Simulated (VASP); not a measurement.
# V (Im-3m) in VASP: a series of runs

Runs on V. Level: PBE. Tasks: single point.

All numbers are computed with VASP 6.6.1; they aren't measurements. Logs are shortened: lines on timing, memory, paths and dates and some standing lists are left out, and cuts for length are marked.

## 1. The cell of the first run

Symmetry: Im-3m, No. 229, cubic system. The conventional cell has a = 2.998 Å, b = 2.998 Å, c = 2.998 Å, α = 90.00°, β = 90.00°, γ = 90.00°. V (site symmetry m-3m) has 14 V at 2.60 to 3.00 Å within 3.4 Å.

## 2. Single point, PBE

INCAR reads:

```
ALGO = Normal ; EDIFF = 1E-6
ENCUT = 520 ; GGA = PE
ISIF = 2 ; ISMEAR = 1
LASPH = True ; LCHARG = True
LELF = True ; LREAL = False
LVHAR = True ; LWAVE = False
NBANDS = 12 ; NELM = 100
PREC = Accurate ; SIGMA = 0.6
```

KPOINTS reads:

```
k-points
0
Gamma
  15 15 15
```

POSCAR reads:

```
V
1.0
   -1.4991761207      1.4991761207      1.4991761207
    1.4991761207     -1.4991761207      1.4991761207
    1.4991761207      1.4991761207     -1.4991761207
V
1
Direct
    0.0000000000      0.0000000000      0.0000000000
```

Potentials or basis: VASP PAW PBE potentials, release 64 (V_sv).

Run with:

```console
$ cat potpaw_PBE.64/V_sv/POTCAR > POTCAR
$ mpirun -np 1 vasp_std > vasp.out
```

OUTCAR:

```text
EDIFF = 1E-6
   ENCUT = 520
   GGA = PE
   ISIF = 2
   ISMEAR = 1
   LASPH = True
   LREAL = False
   NELM = 100
   PREC = Accurate

 ion  position               nearest neighbor table
   1  0.000  0.000  0.000-

  LATTYP: Found a body centered cubic cell.
 ALAT       =     2.9983522414

  Lattice vectors:

 A1 = (  -1.4991761207,   1.4991761207,   1.4991761207)
 A2 = (   1.4991761207,  -1.4991761207,   1.4991761207)
 A3 = (   1.4991761207,   1.4991761207,  -1.4991761207)

Analysis of symmetry for initial positions (statically):
=====================================================================
 Subroutine PRICEL returns:
 Original cell was already a primitive cell.

 Routine SETGRP: Setting up the symmetry group for a
 body centered cubic supercell.

 Subroutine GETGRP returns: Found 48 space group operations
 (whereof 48 operations were pure point group operations)
 out of a pool of 48 trial point group operations.

The static configuration has the point symmetry O_h .

Analysis of symmetry for dynamics (positions and initial velocities):
=====================================================================
 Subroutine PRICEL returns:
 Original cell was already a primitive cell.

 Routine SETGRP: Setting up the symmetry group for a
 body centered cubic supercell.

 Subroutine GETGRP returns: Found 48 space group operations
 (whereof 48 operations were pure point group operations)
 out of a pool of 48 trial point group operations.

The dynamic configuration has the point symmetry O_h .

 Subroutine INISYM returns: Found 48 space group operations
 (whereof 48 operations are pure point group operations),
 and found     1 'primitive' translations

----------------------------------------------------------------------------------------

                                     Primitive cell

  volume of cell :      13.4778

  direct lattice vectors                    reciprocal lattice vectors
    -1.499176121  1.499176121  1.499176121     0.000000000  0.333516518  0.333516518
     1.499176121 -1.499176121  1.499176121     0.333516518  0.000000000  0.333516518
     1.499176121  1.499176121 -1.499176121     0.333516518  0.333516518  0.000000000

  length of vectors
     2.596649211  2.596649211  2.596649211     0.471663583  0.471663583  0.471663583

  position of ions in fractional coordinates (direct lattice)
     0.000000000  0.000000000  0.000000000

  ion indices of the primitive-cell ions
   primitive index   ion index
                 1           1

----------------------------------------------------------------------------------------

 KPOINTS: k-points

Automatic generation of k-mesh.
 Grid dimensions read from file:
 generate k-points for:   15   15   15

 Generating k-lattice:

  Cartesian coordinates                     Fractional coordinates (reciprocal lattice)
     0.000000000  0.022234435  0.022234435     0.066666667  0.000000000  0.000000000
     0.022234435  0.000000000  0.022234435     0.000000000  0.066666667  0.000000000
     0.022234435  0.022234435  0.000000000     0.000000000  0.000000000  0.066666667

  Length of vectors
     0.031444239  0.031444239  0.031444239

  Shift w.r.t. Gamma in fractional coordinates (k-lattice)
     0.000000000  0.000000000  0.000000000

 Subroutine IBZKPT returns following result:
 ===========================================

 Found    120 irreducible k-points:

 Following reciprocal coordinates:
            Coordinates               Weight
  0.000000  0.000000  0.000000      1.000000
  0.066667  0.000000  0.000000     12.000000
  0.133333  0.000000  0.000000     12.000000
  0.200000  0.000000  0.000000     12.000000
  0.266667  0.000000  0.000000     12.000000
  0.333333  0.000000  0.000000     12.000000
[... 16 lines left out ...]
  0.333333  0.200000  0.000000     48.000000
  0.400000  0.200000  0.000000     24.000000
 [... further k-points ...]
   k-points           NKPTS =    120   k-points in BZ     NKDIM =    120   number of bands    NBANDS=     12
   number of dos      NEDOS =    301   number of ions     NIONS =      1
   total plane-waves  NPLWV =   8000
   dimension x,y,z NGX =    20 NGY =   20 NGZ =   20
   dimension x,y,z NGXF=    40 NGYF=   40 NGZF=   40
   ions per type =               1
   NGX,Y,Z   is equivalent  to a cutoff of  12.80, 12.80, 12.80 a.u.
   NGXF,Y,Z  is equivalent  to a cutoff of  25.61, 25.61, 25.61 a.u.
 SYSTEM =  unknown system
   PREC   = accura    normal or accurate (medium, high low for compatibility)
   ISTART =      0    job   : 0-new  1-cont  2-samecut
   ICHARG =      2    charge: 1-file 2-atom 10-const
   ISPIN  =      1    spin polarized calculation?
   LNONCOLLINEAR =      F non collinear calculations
   LSORBIT =      F    spin-orbit coupling
   LASPH  =      T    aspherical Exc in radial PAW
   ENCUT  =  520.0 eV  38.22 Ry    6.18 a.u.   4.83  4.83  4.83*2*pi/ulx,y,z
   NELM   =    100;   NELMIN=  2; NELMDL= -5     # of ELM steps
   EDIFF  = 0.1E-05   stopping-criterion for ELM
   LREAL  =      F    real-space projection
   EDIFFG = 0.1E-04   stopping-criterion for IOM
   NSW    =      0    number of steps for IOM
   IBRION =     -1    ionic relax: 0-MD 1-quasi-New 2-CG
   NFREE  =      0    steps in history (QN), initial steepest desc. (CG)
   ISIF   =      2    stress and relaxation
   ISYM   =      2    0-nonsym 1-usesym 2-fastsym
   POTIM  = 0.5000    time-step for ionic-motion
   TEBEG  =    0.0;   TEEND  =   0.0 temperature during run
   PSTRESS=    0.0 pullay stress
   NELECT =      13.0000    total number of electrons
   NUPDOWN=      -1.0000    fix difference up-down
   EMIN   =  10.00;   EMAX   =-10.00  energy-range for DOS
   EFERMI =   0.00;   METHOD = LEGACY
   ISMEAR =     1;   SIGMA  =   0.60  broadening in eV -4-tet -1-fermi 0-gaus
   EFERMI_NEDOS =   21; number of points for ismear=-14 and -15
   IALGO  =     38    algorithm
   IMIX   =      4    mixing-type and parameters
     AMIX     =   0.40;   BMIX     =  1.00
     AMIX_MAG =   1.60;   BMIX_MAG =  1.00
  volume/ion in A,a.u.               =      13.48        90.95
  Fermi-wavevector in a.u.,A,eV,Ry     =   1.617521  3.056672 35.597938  2.616375
  Thomas-Fermi vector in A             =   2.711933
   LORBIT       =      0    0 simple, 1 ext, 2 COOP (PROOUT), +10 PAW based schemes
   GGA     = PE    functional components
   LHFCALC =     F    Hartree Fock is set to
   AEXX    =    0.0000 exact exchange contribution
   IVDW    =     0    specifies the selected vdW correction
   LEPSILON=     F    determine dielectric tensor
   LRPA    =     F    only Hartree local field effects (RPA)
 non-spin polarized calculation
 Methfessel and Paxton  Order N= 1 SIGMA  =   0.60
  energy-cutoff  :      520.00
  volume of cell :       13.48
 maximum number of plane-waves:       374
   NGX =  9   NGY =  9   NGZ =  9

 number of electron      12.9999990 magnetization

 Free energy of the ion-electron system (eV)
  ---------------------------------------------------
  ext. energy  EPLUGINS =         0.00000000
  ---------------------------------------------------
  free energy    TOTEN  =        -9.00123717 eV

  energy without entropy =       -8.97707772  energy(sigma->0) =       -8.99318402

 E-fermi :   9.7245     XC(G=0): -12.9003

 val. band max:        9.7041936863   @ k =  -0.2667   0.2667   0.1333
 cond. band min:       9.7428935216   @ k =   0.0667   0.0667   0.0667
 fundamental gap:      0.0386998352
 Fermi energy:         9.7244973817

 k-point     1 :       0.0000    0.0000    0.0000
  band No.  band energies     occupation
      1     -54.0114      2.00000
      2     -27.3134      2.00000
      3     -27.3134      2.00000
      4     -27.3134      2.00000
      5       3.1146      2.00000
      6      10.1178      0.11327
      7      10.1178      0.11327
      8      10.1178      0.11327
      9      12.1267     -0.00000
     10      12.1267     -0.00000
     11      30.1811      0.00000
     12      30.1811      0.00000

 k-point     2 :       0.0667    0.0000    0.0000
  band No.  band energies     occupation
      1     -54.0029      2.00000
      2     -27.3539      2.00000
      3     -27.3257      2.00000
      4     -27.3136      2.00000
      5       3.2940      2.00000
      6      10.0414      0.22961
      7      10.1010      0.13601
      8      10.2455     -0.01106
      9      12.0394     -0.00000
     10      12.1317     -0.00000
     11      29.8611      0.00000
     12      30.1515      0.00000

 k-point     3 :       0.1333    0.0000    0.0000
  band No.  band energies     occupation
      1     -53.9791      2.00000
      2     -27.4676      2.00000
      3     -27.3606      2.00000
      4     -27.3144      2.00000
      5       3.8108      2.00000
      6       9.8313      0.70392
      7      10.0177      0.27238
      8      10.6173     -0.05636
      9      11.8621     -0.00001
     10      12.1505     -0.00000
     11      28.8933      0.00000
     12      29.8768      0.00000
[... 286 lines left out ...]
 k-point    23 :       0.3333    0.2000    0.0000
  band No.  band energies     occupation
      1     -53.8058      2.00000
      2     -28.0846      2.00000
      3     -27.6975      2.00000
      4     -27.4010      2.00000
      5       7.3966      2.00000
      6       8.6365      2.02785
      7       9.4915      1.60556
      8      12.0129     -0.00000
      9      12.6548     -0.00000
     10      15.5079     -0.00000
     11      20.6068     -0.00000
     12      23.2848      0.00000

 k-point    24 :       0.4000    0.2000    0.0000
  band No.  band energies     occupation
      1     -53.7988      2.00000
      2     -28.0992      2.00000
      3     -27.7219      2.00000
      4     -27.4028      2.00000
      5       7.3970      2.00000
      6       8.6363      2.02782
      7       9.6217      1.28522
      8      12.0729     -0.00000
      9      12.7025     -0.00000
     10      16.0878     -0.00000
     11      19.7333     -0.00000
     12      23.0812      0.00000

 [... further k-points ...]
[... 5 lines left out ...]
  --------------------------------------------------------------------------------------
  -------------------------------------------------------------------------------------
  Total       -0.0001057     -0.0001057     -0.0001057      0.0000000     -0.0000000      0.0000000
  in kB       -0.0125607     -0.0125607     -0.0125607      0.0000000     -0.0000000      0.0000000
  external PRESSURE =      -0.0125607 kB  Pullay stress =       0.0000000 kB

 VOLUME and BASIS-vectors are now :
 -----------------------------------------------------------------------------
  energy-cutoff  :      520.00
  volume of cell :       13.48
      direct lattice vectors                 reciprocal lattice vectors
    -1.499176121  1.499176121  1.499176121     0.000000000  0.333516518  0.333516518
     1.499176121 -1.499176121  1.499176121     0.333516518  0.000000000  0.333516518
     1.499176121  1.499176121 -1.499176121     0.333516518  0.333516518  0.000000000

 POSITION                                       TOTAL-FORCE (eV/Angst)
 -----------------------------------------------------------------------------------
      0.00000      0.00000      0.00000         0.000000     -0.000000     -0.000000
 -----------------------------------------------------------------------------------
    total drift:                                0.000000     -0.000000      0.000000

  FREE ENERGIE OF THE ION-ELECTRON SYSTEM (eV)
  ---------------------------------------------------
  free  energy   TOTEN  =        -9.0012371686 eV

  energy  without entropy=       -8.9770777150  energy(sigma->0) =       -8.99318402
```

It took 25 s on 1 thread of Intel Xeon 8259CL, shared host; peak memory 0.14 GiB.

Results:

```yaml
Free_energy: -9.0012 eV
Pressure: 0.0 GPa
```

Levels at points of the mesh, in eV from the Fermi level:
| k point | band 3 | band 4 | band 5 | band 6 | band 7 | band 8 | band 9 | band 10 |
| --- | --- | --- | --- | --- | --- | --- | --- | --- |
| (0.00, 0.00, 0.00) | -37.04 | -37.04 | -6.61 | 0.39 | 0.39 | 0.39 | 2.40 | 2.40 |

## 3. Single point, PBE

INCAR reads:

```
PREC = Accurate
ENCUT = 520
EDIFF = 1E-7
ISMEAR = 1
SIGMA = 1.0
LREAL = F
LASPH = T
NELM = 80
ALGO = Normal
ISIF = 2
LWAVE = F
LCHARG = T
GGA = PE
LELF = T
LVHAR = T
NBANDS = 12
```

KPOINTS reads:

```
Automatic mesh
0
Gamma
  15 15 15
```

POSCAR is that of step 2.

Potentials or basis: VASP PAW PBE potentials, release 64 (V_sv).

Run with:

```console
$ cat potpaw_PBE.64/V_sv/POTCAR > POTCAR
$ mpirun -np 1 vasp_std > vasp.out
```

It took 30 s on 1 thread of Intel Xeon 8259CL, shared host; peak memory 0.14 GiB.

The run converged. Its results:

| Item | Value |
| --- | --- |
| Free energy | -9.0177 eV |
| Pressure | 0.0 GPa |

Levels at points of the mesh, in eV from the Fermi level:
```
           k point  band 3  band 4  band 5  band 6  band 7  band 8  band 9  band 10  band 11  band 12
(0.00, 0.00, 0.00)  -37.10  -37.10   -6.66    0.33    0.33    0.33    2.34     2.34    20.40    20.40
```
